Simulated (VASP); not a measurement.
A run of VASP 6.6.1 is set up as follows.

File INCAR:

```
ALGO = Normal
EDIFF = 1E-6
ENCUT = 520
GGA = CA
ISIF = 2
ISMEAR = 0
LASPH = T
LCHARG = T
LELF = T
LREAL = F
LVHAR = T
LWAVE = F
NBANDS = 20
NELM = 100
PREC = Accurate
SIGMA = 0.05
```

File KPOINTS:

```
k-points
0
Gamma
  8 8 8
```

The input POSCAR:

```
CdF2
1.0
    0.0000000000      2.6940000000      2.6940000000
    2.2899000000      0.0000000000      2.6940000000
    2.2899000000      2.6940000000      0.0000000000
Cd F
1 2
Direct
    0.0000000000      0.0000000000      0.0000000000
    0.2500000000      0.2500000000      0.2500000000
    0.7500000000      0.7500000000      0.7500000000
```

Potentials or basis: VASP PAW LDA potentials, release 64 (Cd, F).

Launch:

```bash
$ cat potpaw_LDA.64/Cd/POTCAR potpaw_LDA.64/F/POTCAR > POTCAR
$ mpirun -np 1 vasp_std > vasp.out
```

**Question.** Estimate the pressure.

**Answer.** 20.4 GPa.

**Question.** Estimate the band gap on the k mesh.

**Answer.** 2.62 eV, indirect (least direct gap 3.22 eV).

Stress tensor (GPa, compression positive):
```
36.32  0.00  0.00
 0.00 12.50  0.00
 0.00  0.00 12.50
```

Caveat: the cell differs from its parent crystal (strain -0.1500 x Voigt [1, 0, 0, 0, 0, 0]). A k mesh can miss the band edges.
